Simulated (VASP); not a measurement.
A run of VASP 6.6.1 is set up as follows.

POSCAR

```
TaN
1.0
   -0.4722201551      1.9702978885      1.9702978885
    1.9702978885     -0.4722201551      1.9702978885
    1.9702978885      1.9702978885     -0.4722201551
Ta N
1 1
Direct
    0.5000000000      0.5000000000      0.5000000000
    0.0000000000      0.0000000000      0.0000000000
```

Contents of INCAR.step1:

```
SYSTEM = TaN
  PREC = Accurate
  ENCUT = 520
  ISMEAR = 0
  SIGMA = 0.15
  LREAL = .FALSE.
  LASPH = .TRUE.
  NELM = 60
  NBANDS = 15
  GGA = PE
  ALGO = Normal
  EDIFF = 1E-4
  LWAVE = .TRUE.
  LCHARG = .FALSE.
```

The input INCAR.step2:

```
SYSTEM = TaN
  PREC = Accurate
  ENCUT = 520
  EDIFF = 1E-6
  ISMEAR = 0
  SIGMA = 0.15
  LREAL = .FALSE.
  LASPH = .TRUE.
  NELM = 60
  ALGO = Normal
  ISIF = 2
  LWAVE = .FALSE.
  LCHARG = .FALSE.
  METAGGA = R2SCAN
  LMIXTAU = .TRUE.
  NBANDS = 15
  ISTART = 1
```

KPOINTS

```
regular mesh
0
G
  20 20 20
  0 0 0
```

Potentials or basis: VASP PAW PBE potentials, release 64 (Ta_pv, N).

Command:

```bash
$ cat potpaw_PBE.64/Ta_pv/POTCAR potpaw_PBE.64/N/POTCAR > POTCAR
$ cp INCAR.step1 INCAR
$ mpirun -np 1 vasp_std > vasp.out
$ cp INCAR.step2 INCAR
$ mpirun -np 1 vasp_std > vasp.out
```

(1) Estimate the band gap on the k mesh.

(2) Predict the pressure.

Results:

(1) zero (bands 8 and 9 overlap by 7.12 eV).

(2) 10.4 GPa.

Caveat: the cell stands under pressure; the PAW data sets were made with another functional, which shifts forces and pressure a little; spin-orbit coupling is left out, which moves the levels of the heavy elements.
